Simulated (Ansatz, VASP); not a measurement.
Ca4PO in VASP and in Ansatz

```
Ca P O
1.0
     0.00000    5.84014    5.84014
     5.84014    0.00000    5.84014
     5.84014    5.84014    0.00000
Ca P O
8 2 2
Direct
  0.12500 0.12500 0.12500
  0.62500 0.62500 0.62500
  0.12500 0.12500 0.62500
  0.62500 0.62500 0.12500
  0.12500 0.62500 0.12500
  0.62500 0.12500 0.62500
  0.62500 0.12500 0.12500
  0.12500 0.62500 0.62500
  0.00000 0.00000 0.00000
  0.25000 0.25000 0.25000
  0.50000 0.50000 0.50000
  0.75000 0.75000 0.75000
```

Alike in both runs: functional PBE; k mesh 6 × 6 × 6; occupations gaussian, width 0.1 eV; no spin polarisation.

Ansatz relaxed the structure, and its values are those at the end. VASP's run is a single point on that final structure, the one shown.

|  | VASP | Ansatz |
| --- | --- | --- |
| version | VASP 6.6.1 | Ansatz 0.2.0 |
| potentials or method | VASP PAW PBE potentials, release 64 (Ca_sv, P, O), cutoff 520 eV | scalar-relativistic, plane waves, PAW |
| valence electrons in the cell | 102 | 102 |

```csv
,VASP,Ansatz,Ansatz less VASP
gap on the k mesh at the Fermi level (eV),none,none,-
pressure (GPa),0.1,0.0,-0.07
```

A gap of «none» marks a metal or a gap that the smearing closes.
